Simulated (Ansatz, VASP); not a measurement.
Two plane-wave programs on LiH

File INCAR:

```
SYSTEM = LiH
ALGO = Normal
EDIFF = 1E-7
ENCUT = 520
ISIF = 2
ISMEAR = 0
LASPH = .TRUE.
LCHARG = .FALSE.
LREAL = .FALSE.
LWAVE = .FALSE.
NBANDS = 12
NELM = 60
PREC = Accurate
SIGMA = 0.01
```

KPOINTS

```
k-points
0
G
  12 12 6
  0 0 0
```

The input POSCAR:

```
LiH
1.0
    3.2558279323      0.0000000000      0.0000000000
   -1.6279139661      2.8196296997      0.0000000000
    0.0000000000      0.0000000000      4.0684430705
Li H
2 2
Direct
    0.3333333333      0.6666666667     -0.0625093483
    0.6666666667      0.3333333333      0.4374906517
    0.3333333333      0.6666666667      0.4375093483
    0.6666666667      0.3333333333      0.9375093483
```

Input for Ansatz:

```yaml
crystal:
  lattice:
    - [3.2558279323, 0.0, 0.0]
    - [-1.6279139661, 2.8196296997, 0.0]
    - [0.0, 0.0, 4.0684430705]
  atoms:
    - { symbol: Li, position: [0.3333333333, 0.6666666667, -0.0625093483] }
    - { symbol: Li, position: [0.6666666667, 0.3333333333, 0.4374906517] }
    - { symbol: H, position: [0.3333333333, 0.6666666667, 0.4375093483] }
    - { symbol: H, position: [0.6666666667, 0.3333333333, 0.9375093483] }
kpoints:
  mp_grid: { grid: [12, 12, 6] }
  band_path:
    path:
      - [0.0, 0.0, 0.0]
      - [0.5, 0.0, 0.0]
      - [0.3333333333, 0.3333333333, 0.0]
      - [0.0, 0.0, 0.5]
      - [0.5, 0.0, 0.5]
      - [0.3333333333, 0.3333333333, 0.5]
    npoints: 1
hamiltonian:
  xc: lda
scf:
  occupations: { method: fixed }
  n_extra_bands: 5
output:
  forces: true
  stress: true
  eigenvalues: true
  write_density: true
  write_potential: true
  elf: true
  volumetric_format: npy
```

Alike in both runs: task single point; functional LDA; k mesh 12 × 12 × 6; no spin polarisation.

|  | VASP | Ansatz |
| --- | --- | --- |
| version | VASP 6.6.1 | Ansatz 0.2.0 |
| potentials or method | VASP PAW LDA potentials, release 64 (Li_sv, H) | plane waves, PAW |
| plane-wave cutoff (eV) | 520 | 420 |
| occupations | gaussian, width 0.01 eV | fixed |
| valence electrons in the cell | 8 | 8 |

|  | VASP | Ansatz | Ansatz less VASP |
| --- | --- | --- | --- |
| gap on the k mesh at the Fermi level (eV) | 1.45 | 1.45 | +0.008 |

LDA's correlation is that of Perdew and Zunger in VASP and of Perdew and Wang (1992) in Ansatz. Ansatz's warnings: structure snapped to symmetry.

Noted on VASP's run: the cutoff is short for stress, so the pressure is rough.
